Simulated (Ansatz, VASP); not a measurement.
# One calculation of CO2, two programs

```
C O
1.0
     6.05774    0.00000   -0.68150
     0.00000    6.05774    0.00000
    -0.68150    0.00000    6.11831
C O
4 8
Cartesian
  0.0000 0.0000 0.0000
  2.6881 0.0000 2.7184
  3.0289 3.0289 -0.3407
  -0.3407 3.0289 3.0592
  0.5994 0.6753 0.6061
  1.9368 5.3824 3.4765
  3.0987 2.3535 5.0195
  5.1176 3.7042 1.7715
  4.7769 5.3824 4.8307
  3.4394 0.6753 1.9603
  2.2776 3.7042 0.4173
  0.2586 2.3535 3.6653
```

Change from the starting cell: engineering shear strain xz -0.2250, normal strain along z +0.0100.

Alike in both runs: task single point; functional PBE; k mesh 4 × 4 × 4; occupations gaussian, width 0.05 eV; no spin polarisation.

|  | VASP | Ansatz |
| --- | --- | --- |
| version | VASP 6.6.1 | Ansatz 0.2.0 |
| potentials or method | VASP PAW PBE potentials, release 64 (C, O), cutoff 520 eV | scalar-relativistic, plane waves, PAW |
| valence electrons in the cell | 64 | 64 |

```csv
,VASP,Ansatz,Ansatz less VASP
gap on the k mesh at the Fermi level (eV),6.28,6.31,+0.026
least direct gap on the mesh (eV),6.28,6.31,+0.026
pressure (GPa),4.8,3.4,-1.40
"traceless stress, the component that is largest in VASP (GPa)",20.99,20.35,-0.644
rms of the force components (eV/Å),4.658,4.382,-0.2763
```

Atom by atom the forces differ by 0.405 eV/Å (rms over components). With one functional, cell and mesh, what is left measures potentials, basis and numerics.

Noted on VASP's run: the standard files for N, O and F lose accuracy on very short bonds.
